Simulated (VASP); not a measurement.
# NbW2 (P4_2/mnm) in VASP: notebook

The runs below take NbW2 through single point, relaxation of cell and atoms, with PBE.

Program: VASP 6.6.1. These are calculated values, not measurements. Logs are shortened: lines on timing, memory, paths and dates and some standing lists are left out, and cuts for length are marked.

**1. The cell of the first run**

The structure is tetragonal, space group P4_2/mnm (No. 136). The conventional cell has a = 6.611 Å, b = 6.611 Å, c = 2.890 Å, α = 90.00°, β = 90.00°, γ = 90.00°. Nb (site symmetry mmm) has 6 W at 2.49 to 2.62 Å and 2 Nb at 2.89 Å within 3.3 Å. W (site symmetry m2m) has 3 Nb at 2.49 to 2.62 Å and 2 W at 2.89 Å within 3.3 Å.

**2. Single point, PBE**

INCAR

```
SYSTEM = NbW2
PREC = Accurate ; ENCUT = 520
EDIFF = 1E-6 ; ISMEAR = 0
SIGMA = 0.1 ; LREAL = .False.
LASPH = .True. ; NELM = 80
ALGO = Fast ; ISIF = 2
LWAVE = .False. ; LCHARG = .True.
GGA = PE ; LELF = .True.
LVHAR = .True. ; NBANDS = 50
```

KPOINTS

```
regular mesh
0
Gamma
  6 6 14
  0 0 0
```

POSCAR

```
NbW2
1.0
    6.6106495049      0.0000000000      0.0000000000
    0.0000000000      6.6106495049      0.0000000000
    0.0000000000      0.0000000000      2.8900601280
Nb W
2 4
Direct
    0.0000000000      0.0000000000      0.0000000000
    0.5000000000      0.5000000000      0.5000000000
    0.2659128013      0.2659128013      0.0000000000
    0.2340871987      0.7659128013      0.5000000000
    0.7340871987      0.7340871987      0.0000000000
    0.7659128013      0.2340871987      0.5000000000
```

Potentials or basis: VASP PAW PBE potentials, release 64 (Nb_sv, W_sv).

Launch:

```bash
> cat potpaw_PBE.64/Nb_sv/POTCAR potpaw_PBE.64/W_sv/POTCAR > POTCAR
> mpirun -np 1 vasp_std > vasp.out
```

OUTCAR:

```text
SYSTEM = NbW2
   PREC = Accurate
   ENCUT = 520
   EDIFF = 1E-6
   ISMEAR = 0
   LREAL = .False.
   LASPH = .True.
   NELM = 80
   ISIF = 2
   GGA = PE

 ion  position               nearest neighbor table
   1  0.000  0.000  0.000-   3 2.49   5 2.49   4 2.62   6 2.62   4 2.62   6 2.62
   2  0.500  0.500  0.500-   4 2.49   6 2.49   5 2.62   3 2.62   3 2.62   5 2.62
   3  0.266  0.266  0.000-   1 2.49   2 2.62   2 2.62
   4  0.234  0.766  0.500-   2 2.49   1 2.62   1 2.62
   5  0.734  0.734  0.000-   1 2.49   2 2.62   2 2.62
   6  0.766  0.234  0.500-   2 2.49   1 2.62   1 2.62

  LATTYP: Found a simple tetragonal cell.
 ALAT       =     6.6106495049
 C/A-ratio  =     0.4371824774

  Lattice vectors:

 A1 = (   6.6106495049,   0.0000000000,   0.0000000000)
 A2 = (   0.0000000000,   6.6106495049,   0.0000000000)
 A3 = (   0.0000000000,   0.0000000000,   2.8900601280)

Analysis of symmetry for initial positions (statically):
=====================================================================
 Subroutine PRICEL returns:
 Original cell was already a primitive cell.

 Routine SETGRP: Setting up the symmetry group for a
 simple tetragonal supercell.

 Subroutine GETGRP returns: Found 16 space group operations
 (whereof  8 operations were pure point group operations)
 out of a pool of 16 trial point group operations.

The static configuration has the point symmetry D_2h.
 The point group associated with its full space group is D_4h.

Analysis of symmetry for dynamics (positions and initial velocities):
=====================================================================
 Subroutine PRICEL returns:
 Original cell was already a primitive cell.

 Routine SETGRP: Setting up the symmetry group for a
 simple tetragonal supercell.

 Subroutine GETGRP returns: Found 16 space group operations
 (whereof  8 operations were pure point group operations)
 out of a pool of 16 trial point group operations.

The dynamic configuration has the point symmetry D_2h.
 The point group associated with its full space group is D_4h.

 Subroutine INISYM returns: Found 16 space group operations
 (whereof  8 operations are pure point group operations),
 and found     1 'primitive' translations

----------------------------------------------------------------------------------------

[... 102 lines left out ...]
   EDIFFG = 0.1E-04   stopping-criterion for IOM
   NSW    =      0    number of steps for IOM
   IBRION =     -1    ionic relax: 0-MD 1-quasi-New 2-CG
   NFREE  =      0    steps in history (QN), initial steepest desc. (CG)
   ISIF   =      2    stress and relaxation
   ISYM   =      2    0-nonsym 1-usesym 2-fastsym
   POTIM  = 0.5000    time-step for ionic-motion
   TEBEG  =    0.0;   TEEND  =   0.0 temperature during run
   PSTRESS=    0.0 pullay stress
   NELECT =      82.0000    total number of electrons
   NUPDOWN=      -1.0000    fix difference up-down
   EMIN   =  10.00;   EMAX   =-10.00  energy-range for DOS
   EFERMI =   0.00;   METHOD = LEGACY
   ISMEAR =     0;   SIGMA  =   0.10  broadening in eV -4-tet -1-fermi 0-gaus
   EFERMI_NEDOS =   21; number of points for ismear=-14 and -15
   IALGO  =     68    algorithm
   IMIX   =      4    mixing-type and parameters
     AMIX     =   0.40;   BMIX     =  1.00
     AMIX_MAG =   1.60;   BMIX_MAG =  1.00
  volume/ion in A,a.u.               =      21.05       142.05
  Fermi-wavevector in a.u.,A,eV,Ry     =   1.417581  2.678839 27.341377  2.009535
  Thomas-Fermi vector in A             =   2.538796
   LORBIT       =      0    0 simple, 1 ext, 2 COOP (PROOUT), +10 PAW based schemes
   GGA     = PE    functional components
   LHFCALC =     F    Hartree Fock is set to
   AEXX    =    0.0000 exact exchange contribution
   IVDW    =     0    specifies the selected vdW correction
   LEPSILON=     F    determine dielectric tensor
   LRPA    =     F    only Hartree local field effects (RPA)
 non-spin polarized calculation
 RMM-DIIS sequential band-by-band and
 Gauss-broadening in eV      SIGMA  =   0.10
  energy-cutoff  :      520.00
  volume of cell :      126.30
 maximum number of plane-waves:      3451
 NGX is ok and might be reduce to    50
   NGX = 25   NGY = 25   NGZ = 11

 number of electron      82.0000010 magnetization

 Free energy of the ion-electron system (eV)
  ---------------------------------------------------
  ext. energy  EPLUGINS =         0.00000000
  ---------------------------------------------------
  free energy    TOTEN  =       -60.97447553 eV

  energy without entropy =      -60.93936622  energy(sigma->0) =      -60.95692088

 E-fermi :   8.0601     XC(G=0): -11.6747

 val. band max:        8.0579271788   @ k =   0.1667   0.1667   0.0714
 cond. band min:       8.0604410130   @ k =   0.3333   0.1667   0.2143
 fundamental gap:      0.0025138341
 Fermi energy:         8.0601341165

 k-point     1 :       0.0000    0.0000    0.0000
  band No.  band energies     occupation
      1     -66.1080      2.00000
      2     -66.1050      2.00000
      3     -66.1050      2.00000
      4     -66.1023      2.00000
      5     -46.2436      2.00000
      6     -46.2272      2.00000
[... 1261 lines left out ...]
     49      10.2306      0.00000
     50      10.3930      0.00000

 [... further k-points ...]

------------------------ aborting loop because EDIFF is reached ----------------------------------------

  FORCE on cell =-STRESS in cart. coord.  units (eV):
  Direction    XX          YY          ZZ          XY          YZ          ZX
  --------------------------------------------------------------------------------------
  -------------------------------------------------------------------------------------
  Total        0.2728336      0.2728336      0.1444914      0.0000000      0.0000000      0.0000000
  in kB        3.4610932      3.4610932      1.8329783      0.0000000      0.0000000      0.0000000
  external PRESSURE =       2.9183882 kB  Pullay stress =       0.0000000 kB

 VOLUME and BASIS-vectors are now :
 -----------------------------------------------------------------------------
  energy-cutoff  :      520.00
  volume of cell :      126.30
      direct lattice vectors                 reciprocal lattice vectors
     6.610649505  0.000000000  0.000000000     0.151271066  0.000000000  0.000000000
     0.000000000  6.610649505  0.000000000     0.000000000  0.151271066  0.000000000
     0.000000000  0.000000000  2.890060128     0.000000000  0.000000000  0.346013562

 POSITION                                       TOTAL-FORCE (eV/Angst)
 -----------------------------------------------------------------------------------
      0.00000      0.00000      0.00000        -0.000000      0.000000      0.000000
      3.30532      3.30532      1.44503        -0.000000      0.000000      0.000000
      1.75786      1.75786      0.00000         0.014437      0.014437      0.000000
      1.54747      5.06318      1.44503        -0.014437      0.014437      0.000000
      4.85279      4.85279      0.00000        -0.014437     -0.014437      0.000000
      5.06318      1.54747      1.44503         0.014437     -0.014437      0.000000
 -----------------------------------------------------------------------------------
    total drift:                                0.000000      0.000000     -0.000000

  FREE ENERGIE OF THE ION-ELECTRON SYSTEM (eV)
  ---------------------------------------------------
  free  energy   TOTEN  =       -60.9744755326 eV

  energy  without entropy=      -60.9393662186  energy(sigma->0) =      -60.95692088
```

Wall time 30 min (1 thread of Oxide Virtual Turin-like, shared host); peak memory 0.47 GiB.

What came out:

| Property | Result |
| --- | --- |
| Free energy | -60.9745 eV |
| Pressure | 0.3 GPa |
| Largest force | 0.020 eV/Å |
| Band gap on the k mesh | zero (bands 41 and 42 overlap by 1.62 eV) |

Forces in eV/Å, atoms in the order of the input:
```
Nb   0.000  0.000  0.000
Nb   0.000  0.000  0.000
W    0.014  0.014  0.000
W   -0.014  0.014  0.000
W   -0.014 -0.014  0.000
W    0.014 -0.014  0.000
```

Stress tensor (GPa, compression positive):
```
0.35 0.00 0.00
0.00 0.35 0.00
0.00 0.00 0.18
```

Levels at points of the mesh, in eV from the Fermi level:
| k point | band 39 | band 40 | band 41 | band 42 | band 43 | band 44 |
| --- | --- | --- | --- | --- | --- | --- |
| (0.00, 0.00, 0.00) | -0.96 | -0.01 | -0.01 | 1.08 | 1.45 | 1.50 |
| (0.50, 0.00, 0.00) | -0.59 | -0.59 | 0.23 | 0.23 | 0.64 | 0.64 |
| (0.50, 0.50, 0.00) | -0.86 | -0.86 | -0.13 | -0.13 | 0.08 | 0.08 |
| (0.00, 0.00, 0.50) | -0.74 | -0.74 | -0.70 | -0.70 | 0.78 | 0.78 |
| (0.50, 0.00, 0.50) | -0.07 | -0.07 | 0.21 | 0.21 | 0.49 | 0.49 |
| (0.50, 0.50, 0.50) | 0.37 | 0.37 | 0.92 | 0.92 | 0.97 | 0.97 |

Caveat: spin-orbit coupling is left out, which moves the levels of the heavy elements.

**3. Relaxation of cell and atoms, PBE**

INCAR

```
PREC     = Accurate       # precision mode
ENCUT    = 600            # plane-wave cutoff, eV
EDIFF    = 1E-6           # SCF threshold, eV
ISMEAR   = 0              # smearing method
SIGMA    = 0.1            # smearing width, eV
LREAL    = F              # projectors in reciprocal space
LASPH    = T              # aspherical terms in the spheres
NELM     = 60             # most SCF steps
ALGO     = Fast           # electronic algorithm
ISIF     = 3              # what is computed and relaxed
LWAVE    = F              # write WAVECAR
LCHARG   = F              # write CHGCAR
GGA      = PE             # functional
IBRION   = 2              # ionic algorithm
NSW      = 100            # ionic steps
EDIFFG   = -0.01          # ionic threshold
```

KPOINTS

```
Automatic mesh
0
Gamma
  6 6 14
```

POSCAR

```
NbW2
1.0
    6.6331690728      0.0000000000      0.0000000000
    0.0000000000      6.6331690728      0.0000000000
    0.0000000000      0.0000000000      2.8730749655
Nb W
2 4
Direct
    0.0000000000      0.0000000000      0.0000000000
    0.5000000000      0.5000000000      0.5000000000
    0.2656681324      0.2656681324      0.0000000000
    0.2343318676      0.7656681324      0.5000000000
    0.7343318676      0.7343318676      0.0000000000
    0.7656681324      0.2343318676      0.5000000000
```

Potentials or basis: VASP PAW PBE potentials, release 64 (Nb_sv, W_sv).

Launch:

```bash
> cat potpaw_PBE.64/Nb_sv/POTCAR potpaw_PBE.64/W_sv/POTCAR > POTCAR
> mpirun -np 1 vasp_std > vasp.out
```

OUTCAR:

```text
PREC = Accurate
   ENCUT = 600
   EDIFF = 1E-6
   ISMEAR = 0
   LREAL = F
   LASPH = T
   NELM = 60
   ISIF = 3
   GGA = PE
   IBRION = 2
   NSW = 100
   EDIFFG = -0.01

 ion  position               nearest neighbor table
   1  0.000  0.000  0.000-   3 2.49   5 2.49   4 2.63   6 2.63   4 2.63   6 2.63
   2  0.500  0.500  0.500-   4 2.49   6 2.49   5 2.63   3 2.63   3 2.63   5 2.63
   3  0.266  0.266  0.000-   1 2.49   2 2.63   2 2.63
   4  0.234  0.766  0.500-   2 2.49   1 2.63   1 2.63
   5  0.734  0.734  0.000-   1 2.49   2 2.63   2 2.63
   6  0.766  0.234  0.500-   2 2.49   1 2.63   1 2.63

  LATTYP: Found a simple tetragonal cell.
 ALAT       =     6.6331690728
 C/A-ratio  =     0.4331376050

  Lattice vectors:

 A1 = (   6.6331690728,   0.0000000000,   0.0000000000)
 A2 = (   0.0000000000,   6.6331690728,   0.0000000000)
 A3 = (   0.0000000000,   0.0000000000,   2.8730749655)

Analysis of symmetry for initial positions (statically):
=====================================================================
 Subroutine PRICEL returns:
 Original cell was already a primitive cell.
[... 188 lines left out ...]
  Direction    XX          YY          ZZ          XY          YZ          ZX
  --------------------------------------------------------------------------------------
  -------------------------------------------------------------------------------------
  Total       -0.2080640     -0.2080640      0.9492685      0.0000000      0.0000000      0.0000000
  in kB       -2.6370505     -2.6370505     12.0312452      0.0000000      0.0000000      0.0000000
  external PRESSURE =       2.2523814 kB  Pullay stress =       0.0000000 kB
[... 227 lines left out ...]
--------------------------------------- Ionic step        7  -------------------------------------------

 number of electron      81.9999995 magnetization

 Free energy of the ion-electron system (eV)
  ---------------------------------------------------
  ext. energy  EPLUGINS =         0.00000000
  ---------------------------------------------------
  free energy    TOTEN  =       -60.97580913 eV

  energy without entropy =      -60.94054324  energy(sigma->0) =      -60.95817618

 E-fermi :   8.0407     XC(G=0): -11.6657

 val. band max:        8.0393866670   @ k =   0.3333   0.1667   0.2143
 cond. band min:       8.0419002291   @ k =   0.1667   0.1667   0.1429
 fundamental gap:      0.0025135622
 Fermi energy:         8.0406594587

 k-point     1 :       0.0000    0.0000    0.0000
  band No.  band energies     occupation
      1     -66.1270      2.00000
      2     -66.1241      2.00000
      3     -66.1241      2.00000
      4     -66.1214      2.00000
      5     -46.2652      2.00000
      6     -46.2491      2.00000
[... 1237 lines left out ...]
     48       9.5997      0.00000
     49      10.1044      0.00000

 [... further k-points ...]

------------------------ aborting loop because EDIFF is reached ----------------------------------------

  FORCE on cell =-STRESS in cart. coord.  units (eV):
  Direction    XX          YY          ZZ          XY          YZ          ZX
  --------------------------------------------------------------------------------------
  -------------------------------------------------------------------------------------
  Total        0.0006557      0.0006557      0.0110629     -0.0000000      0.0000000      0.0000000
  in kB        0.0083039      0.0083039      0.1401036     -0.0000000      0.0000000      0.0000000
  external PRESSURE =       0.0522372 kB  Pullay stress =       0.0000000 kB
[... 21 lines left out ...]
  FREE ENERGIE OF THE ION-ELECTRON SYSTEM (eV)
  ---------------------------------------------------
  free  energy   TOTEN  =       -60.9758091256 eV

  energy  without entropy=      -60.9405432413  energy(sigma->0) =      -60.95817618

 reached required accuracy - stopping structural energy minimisation
```

CONTCAR:

```text
NbW2
   1.00000000000000
     6.6167398979998309    0.0000000000000000    0.0000000000000000
     0.0000000000000000    6.6167398979998309    0.0000000000000000
     0.0000000000000000    0.0000000000000000    2.8896177775430045
  Nb              W
     2     4
Direct
     0.0000000000000000    0.0000000000000000    0.0000000000000000
     0.5000000000000000    0.5000000000000000    0.5000000000000000
     0.2660508217804199    0.2660508217804199    0.0000000000000000
     0.2339491782195801    0.7660508217804201    0.5000000000000000
     0.7339491782195799    0.7339491782195799    0.0000000000000000
     0.7660508217804201    0.2339491782195801    0.5000000000000000

  0.00000000E+00  0.00000000E+00  0.00000000E+00
  0.00000000E+00  0.00000000E+00  0.00000000E+00
  0.00000000E+00  0.00000000E+00  0.00000000E+00
  0.00000000E+00  0.00000000E+00  0.00000000E+00
  0.00000000E+00  0.00000000E+00  0.00000000E+00
  0.00000000E+00  0.00000000E+00  0.00000000E+00
```

It took 65 min on 1 thread of Oxide Virtual Turin-like, shared host; peak memory 0.57 GiB.

Results:

```
Free energy                           : -60.9758 eV
Relaxed volume                        : 21.09 Å³/atom
Relaxed cell                          : a = 6.617 Å, b = 6.617 Å, c = 2.890 Å, α = 90.00°, β = 90.00°, γ = 90.00°
Space group after relaxing (to 0.1 Å) : P4_2/mnm (No. 136)
Energy gained by relaxing             : 0.6 meV/atom
Ionic steps                           : 7
Pressure after relaxing               : 0.0 GPa
Band gap on the k mesh                : zero (bands 41 and 42 overlap by 1.61 eV)
```

The path:
```
step  energy change (eV)  largest force (eV/Å)  pressure (GPa)  volume (Å³)
   1              0.0000                0.0119            0.23       126.41
   2             -0.0021                0.0574           -0.57       126.95
   3             -0.0027                0.0442           -0.38       126.78
   4             -0.0025                0.0190            0.44       126.12
   5             -0.0032                0.0321            0.03       126.47
   6             -0.0033                0.0107            0.02       126.50
   7             -0.0033                0.0008            0.01       126.51
```

Final structure:
```
Nb W
1.0
     6.61674    0.00000    0.00000
     0.00000    6.61674    0.00000
     0.00000    0.00000    2.88962
Nb W
2 4
Direct
  0.00000 0.00000 0.00000
  0.50000 0.50000 0.50000
  0.26605 0.26605 0.00000
  0.23395 0.76605 0.50000
  0.73395 0.73395 0.00000
  0.76605 0.23395 0.50000
```

Levels at points of the mesh, in eV from the Fermi level:
| k point | band 39 | band 40 | band 41 | band 42 | band 43 | band 44 |
| --- | --- | --- | --- | --- | --- | --- |
| (0.00, 0.00, 0.00) | -0.95 | -0.02 | -0.02 | 1.08 | 1.42 | 1.49 |
| (0.50, 0.00, 0.00) | -0.58 | -0.58 | 0.25 | 0.25 | 0.63 | 0.63 |
| (0.50, 0.50, 0.00) | -0.85 | -0.85 | -0.13 | -0.13 | 0.08 | 0.08 |
| (0.00, 0.00, 0.50) | -0.74 | -0.74 | -0.69 | -0.69 | 0.78 | 0.78 |
| (0.50, 0.00, 0.50) | -0.07 | -0.07 | 0.21 | 0.21 | 0.49 | 0.49 |
| (0.50, 0.50, 0.50) | 0.37 | 0.37 | 0.92 | 0.92 | 0.97 | 0.97 |

Caveat: spin-orbit coupling is left out, which moves the levels of the heavy elements.
